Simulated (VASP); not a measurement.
# SnSe2 (1T) (P-3m1) in VASP: single point with LDA

Aim: the single point of SnSe2 (1T) with LDA.

Program: VASP 6.6.1. These are calculated values, not measurements. Logs are shortened: lines on timing, memory, paths and dates and some standing lists are left out, and cuts for length are marked.

## 1. The cell of the first run

The structure is trigonal, space group P-3m1 (No. 164). Conventional cell: a = 3.606 Å, b = 3.606 Å, c = 5.147 Å, α = 90.00°, β = 90.00°, γ = 120.00°. Within 3.4 Å of Sn (site symmetry -3m) lie 6 Se at 2.61 Å. Se (site symmetry 3m) has 3 Sn at 2.61 Å and 3 Se at 2.88 Å within 3.4 Å.

## 2. Single point, LDA

File INCAR:

```
SYSTEM = SnSe2
PREC = Accurate
ENCUT = 520
EDIFF = 1E-6
ISMEAR = 0
SIGMA = 0.05
LREAL = .FALSE.
LASPH = .TRUE.
NELM = 60
ALGO = Normal
ISIF = 2
LWAVE = .FALSE.
LCHARG = .TRUE.
GGA = CA
LELF = .TRUE.
LVHAR = .TRUE.
NBANDS = 20
```

File KPOINTS:

```
Automatic mesh
0
G
  18 18 10
  0 0 0
```

File POSCAR:

```
SnSe2
1.0
    3.6060659486      0.0000000000      0.0000000000
   -1.8030329743      3.1229447192      0.0000000000
    0.0000000000      0.0000000000      5.1473892172
Sn Se
1 2
Direct
    0.0000000000      0.0000000000      0.0000000000
    0.3333333333      0.6666666667      0.3071151066
    0.6666666667      0.3333333333      0.6928848934
```

Potentials or basis: VASP PAW LDA potentials, release 64 (Sn_d, Se).

Command:

```sh
> cat potpaw_LDA.64/Sn_d/POTCAR potpaw_LDA.64/Se/POTCAR > POTCAR
> mpirun -np 1 vasp_std > vasp.out
```

OUTCAR:

```text
SYSTEM = SnSe2
   PREC = Accurate
   ENCUT = 520
   EDIFF = 1E-6
   ISMEAR = 0
   LREAL = .FALSE.
   LASPH = .TRUE.
   NELM = 60
   ISIF = 2
   GGA = CA

 ion  position               nearest neighbor table
   1  0.000  0.000  0.000-   2 2.61   3 2.61   2 2.61   3 2.61   3 2.61   2 2.61
   2  0.333  0.667  0.307-   1 2.61   1 2.61   1 2.61
   3  0.667  0.333  0.693-   1 2.61   1 2.61   1 2.61

  LATTYP: Found a hexagonal cell.
 ALAT       =     3.6060659486
 C/A-ratio  =     1.4274251471

  Lattice vectors:

 A1 = (   3.6060659486,   0.0000000000,   0.0000000000)
 A2 = (  -1.8030329743,   3.1229447192,   0.0000000000)
 A3 = (   0.0000000000,   0.0000000000,   5.1473892172)

Analysis of symmetry for initial positions (statically):
=====================================================================
 Subroutine PRICEL returns:
 Original cell was already a primitive cell.

 Routine SETGRP: Setting up the symmetry group for a
 hexagonal supercell.

 Subroutine GETGRP returns: Found 12 space group operations
 (whereof 12 operations were pure point group operations)
 out of a pool of 24 trial point group operations.

The static configuration has the point symmetry D_3d.

Analysis of symmetry for dynamics (positions and initial velocities):
=====================================================================
 Subroutine PRICEL returns:
 Original cell was already a primitive cell.

 Routine SETGRP: Setting up the symmetry group for a
 hexagonal supercell.

 Subroutine GETGRP returns: Found 12 space group operations
 (whereof 12 operations were pure point group operations)
 out of a pool of 24 trial point group operations.

The dynamic configuration has the point symmetry D_3d.

 Subroutine INISYM returns: Found 12 space group operations
 (whereof 12 operations are pure point group operations),
 and found     1 'primitive' translations

----------------------------------------------------------------------------------------

                                     Primitive cell

  volume of cell :      57.9676

  direct lattice vectors                    reciprocal lattice vectors
     3.606065949  0.000000000  0.000000000     0.277310514  0.160105300  0.000000000
    -1.803032974  3.122944719  0.000000000     0.000000000  0.320210599  0.000000000
     0.000000000  0.000000000  5.147389217     0.000000000  0.000000000  0.194273244

  length of vectors
     3.606065949  3.606065949  5.147389217     0.320210599  0.320210599  0.194273244

  position of ions in fractional coordinates (direct lattice)
     0.000000000  0.000000000  0.000000000
     0.333333333  0.666666667  0.307115107
     0.666666667  0.333333333  0.692884893

  ion indices of the primitive-cell ions
   primitive index   ion index
                 1           1
                 2           2
                 3           3

----------------------------------------------------------------------------------------

 KPOINTS: Automatic mesh

Automatic generation of k-mesh.
 Grid dimensions read from file:
 generate k-points for:   18   18   10

 Generating k-lattice:

  Cartesian coordinates                     Fractional coordinates (reciprocal lattice)
     0.015406140  0.008894739  0.000000000     0.055555556 -0.000000000  0.000000000
     0.000000000  0.017789478  0.000000000     0.000000000  0.055555556  0.000000000
     0.000000000  0.000000000  0.019427324     0.000000000  0.000000000  0.100000000

  Length of vectors
     0.017789478  0.017789478  0.019427324

  Shift w.r.t. Gamma in fractional coordinates (k-lattice)
     0.000000000  0.000000000  0.000000000

 Subroutine IBZKPT returns following result:
 ===========================================

 Found    330 irreducible k-points:

 Following reciprocal coordinates:
            Coordinates               Weight
  0.000000  0.000000  0.000000      1.000000
  0.055556  0.000000  0.000000      6.000000
  0.111111  0.000000  0.000000      6.000000
  0.166667  0.000000  0.000000      6.000000
  0.222222  0.000000  0.000000      6.000000
  0.277778  0.000000  0.000000      6.000000
[... 16 lines left out ...]
  0.333333  0.111111  0.000000     12.000000
  0.388889  0.111111  0.000000     12.000000
 [... further k-points ...]
   k-points           NKPTS =    330   k-points in BZ     NKDIM =    330   number of bands    NBANDS=     20
   number of dos      NEDOS =    301   number of ions     NIONS =      3
   total plane-waves  NPLWV =  31360
   dimension x,y,z NGX =    28 NGY =   28 NGZ =   40
   dimension x,y,z NGXF=    56 NGYF=   56 NGZF=   80
   ions per type =               1   2
   NGX,Y,Z   is equivalent  to a cutoff of  12.91, 12.91, 12.92 a.u.
   NGXF,Y,Z  is equivalent  to a cutoff of  25.82, 25.82, 25.84 a.u.
 SYSTEM =  SnSe2
   PREC   = accura    normal or accurate (medium, high low for compatibility)
   ISTART =      0    job   : 0-new  1-cont  2-samecut
   ICHARG =      2    charge: 1-file 2-atom 10-const
   ISPIN  =      1    spin polarized calculation?
   LNONCOLLINEAR =      F non collinear calculations
   LSORBIT =      F    spin-orbit coupling
   LASPH  =      T    aspherical Exc in radial PAW
   ENCUT  =  520.0 eV  38.22 Ry    6.18 a.u.   6.70  6.70  9.57*2*pi/ulx,y,z
   NELM   =     60;   NELMIN=  2; NELMDL= -5     # of ELM steps
   EDIFF  = 0.1E-05   stopping-criterion for ELM
   LREAL  =      F    real-space projection
   EDIFFG = 0.1E-04   stopping-criterion for IOM
   NSW    =      0    number of steps for IOM
   IBRION =     -1    ionic relax: 0-MD 1-quasi-New 2-CG
   NFREE  =      0    steps in history (QN), initial steepest desc. (CG)
   ISIF   =      2    stress and relaxation
   ISYM   =      2    0-nonsym 1-usesym 2-fastsym
   POTIM  = 0.5000    time-step for ionic-motion
   TEBEG  =    0.0;   TEEND  =   0.0 temperature during run
   PSTRESS=    0.0 pullay stress
   NELECT =      26.0000    total number of electrons
   NUPDOWN=      -1.0000    fix difference up-down
   EMIN   =  10.00;   EMAX   =-10.00  energy-range for DOS
   EFERMI =   0.00;   METHOD = LEGACY
   ISMEAR =     0;   SIGMA  =   0.05  broadening in eV -4-tet -1-fermi 0-gaus
   EFERMI_NEDOS =   21; number of points for ismear=-14 and -15
   IALGO  =     38    algorithm
   IMIX   =      4    mixing-type and parameters
     AMIX     =   0.40;   BMIX     =  1.00
     AMIX_MAG =   1.60;   BMIX_MAG =  1.00
  volume/ion in A,a.u.               =      19.32       130.39
  Fermi-wavevector in a.u.,A,eV,Ry     =   1.253154  2.368117 21.366505  1.570394
  Thomas-Fermi vector in A             =   2.387020
   LORBIT       =      0    0 simple, 1 ext, 2 COOP (PROOUT), +10 PAW based schemes
   GGA     = CA    functional components
   LHFCALC =     F    Hartree Fock is set to
   AEXX    =    0.0000 exact exchange contribution
   IVDW    =     0    specifies the selected vdW correction
   LEPSILON=     F    determine dielectric tensor
   LRPA    =     F    only Hartree local field effects (RPA)
 non-spin polarized calculation
 Gauss-broadening in eV      SIGMA  =   0.05
  energy-cutoff  :      520.00
  volume of cell :       57.97
 maximum number of plane-waves:      1592
 NGX is ok and might be reduce to    28
   NGX = 13   NGY = 13   NGZ = 19

 number of electron      25.9999993 magnetization

 Free energy of the ion-electron system (eV)
  ---------------------------------------------------
  ext. energy  EPLUGINS =         0.00000000
  ---------------------------------------------------
  free energy    TOTEN  =       -13.06928880 eV

  energy without entropy =      -13.06833452  energy(sigma->0) =      -13.06881166

 E-fermi :   8.4396     XC(G=0): -11.2648

 val. band max:        8.4287626358   @ k =   0.1667   0.1111   0.2000
 cond. band min:       8.4498614248   @ k =   0.2222   0.1111   0.3000
 fundamental gap:      0.0210987890
 Fermi energy:         8.4395537006

 k-point     1 :       0.0000    0.0000    0.0000
  band No.  band energies     occupation
      1     -13.4880      2.00000
      2     -13.4880      2.00000
      3     -13.4312      2.00000
      4     -13.4002      2.00000
      5     -13.4002      2.00000
      6      -7.9908      2.00000
[... 12 lines left out ...]
     19      17.3154      0.00000
     20      17.5230      0.00000

 k-point     2 :       0.0556    0.0000    0.0000
  band No.  band energies     occupation
      1     -13.4906      2.00000
      2     -13.4859      2.00000
      3     -13.4296      2.00000
      4     -13.4018      2.00000
      5     -13.3999      2.00000
      6      -7.9520      2.00000
[... 12 lines left out ...]
     19      16.3623      0.00000
     20      17.1311      0.00000

 k-point     3 :       0.1111    0.0000    0.0000
  band No.  band energies     occupation
      1     -13.4984      2.00000
      2     -13.4800      2.00000
      3     -13.4249      2.00000
      4     -13.4061      2.00000
      5     -13.3991      2.00000
      6      -7.8364      2.00000
[... 12 lines left out ...]
     19      15.6851      0.00000
     20      16.7829      0.00000

 k-point     4 :       0.1667    0.0000    0.0000
  band No.  band energies     occupation
      1     -13.5113      2.00000
      2     -13.4719      2.00000
      3     -13.4203      2.00000
      4     -13.4092      2.00000
      5     -13.3968      2.00000
      6      -7.6456      2.00000
[... 12 lines left out ...]
     19      15.4765      0.00000
     20      16.7367      0.00000

 k-point     5 :       0.2222    0.0000    0.0000
  band No.  band energies     occupation
      1     -13.5280      2.00000
      2     -13.4638      2.00000
      3     -13.4242      2.00000
      4     -13.4025      2.00000
      5     -13.3920      2.00000
      6      -7.3836      2.00000
[... 12 lines left out ...]
     19      15.7095      0.00000
     20      17.0324      0.00000
[... 353 lines left out ...]
      6      -6.9491      2.00000
[... 12 lines left out ...]
     19      15.0628      0.00000
     20      19.0231      0.00000

 k-point    22 :       0.2778    0.1111    0.0000
  band No.  band energies     occupation
      1     -13.5585      2.00000
      2     -13.4631      2.00000
      3     -13.4321      2.00000
      4     -13.3909      2.00000
      5     -13.3684      2.00000
      6      -6.5759      2.00000
[... 12 lines left out ...]
     19      15.9205      0.00000
     20      19.7500      0.00000

 k-point    23 :       0.3333    0.1111    0.0000
  band No.  band energies     occupation
      1     -13.5707      2.00000
      2     -13.4627      2.00000
      3     -13.4364      2.00000
      4     -13.3807      2.00000
      5     -13.3631      2.00000
      6      -6.1785      2.00000
[... 12 lines left out ...]
     19      16.9478      0.00000
     20      20.2979      0.00000

 k-point    24 :       0.3889    0.1111    0.0000
  band No.  band energies     occupation
      1     -13.5788      2.00000
      2     -13.4629      2.00000
      3     -13.4392      2.00000
      4     -13.3716      2.00000
      5     -13.3616      2.00000
      6      -5.8154      2.00000
[... 12 lines left out ...]
     19      18.0365      0.00000
     20      20.6168      0.00000

 [... further k-points ...]

------------------------ aborting loop because EDIFF is reached ----------------------------------------

  FORCE on cell =-STRESS in cart. coord.  units (eV):
  Direction    XX          YY          ZZ          XY          YZ          ZX
  --------------------------------------------------------------------------------------
  -------------------------------------------------------------------------------------
  Total        7.3788367      7.3788367      7.4171615      0.0000000     -0.0000000      0.0000000
  in kB      203.9452114    203.9452114    205.0044790      0.0000000     -0.0000000      0.0000000
  external PRESSURE =     204.2983006 kB  Pullay stress =       0.0000000 kB

 VOLUME and BASIS-vectors are now :
 -----------------------------------------------------------------------------
  energy-cutoff  :      520.00
  volume of cell :       57.97
      direct lattice vectors                 reciprocal lattice vectors
     3.606065949  0.000000000  0.000000000     0.277310514  0.160105300  0.000000000
    -1.803032974  3.122944719  0.000000000     0.000000000  0.320210599  0.000000000
     0.000000000  0.000000000  5.147389217     0.000000000  0.000000000  0.194273244

 POSITION                                       TOTAL-FORCE (eV/Angst)
 -----------------------------------------------------------------------------------
      0.00000      0.00000      0.00000         0.000000      0.000000      0.000000
     -0.00000      2.08196      1.58084         0.000000     -0.000000      0.020419
      1.80303      1.04098      3.56655        -0.000000      0.000000     -0.020419
 -----------------------------------------------------------------------------------
    total drift:                               -0.000000     -0.000000     -0.000000

  FREE ENERGIE OF THE ION-ELECTRON SYSTEM (eV)
  ---------------------------------------------------
  free  energy   TOTEN  =       -13.0692888019 eV

  energy  without entropy=      -13.0683345173  energy(sigma->0) =      -13.06881166
```

It took 5.9 min on 1 thread of AMD EPYC 7R13 (Zen 3), shared host; peak memory 0.41 GiB.

What came out:

```
Free energy            : -13.0693 eV
Pressure               : 20.4 GPa
Largest force          : 0.020 eV/Å
Band gap on the k mesh : zero (band 13 reaches 8.86 eV, above the bottom of band 14 at 7.32 eV)
```

Forces in eV/Å, atoms in the order of the input:
```
Sn   0.000  0.000  0.000
Se   0.000  0.000  0.020
Se   0.000  0.000 -0.020
```

Caveat: spin-orbit coupling is left out, which moves the levels of the heavy elements.
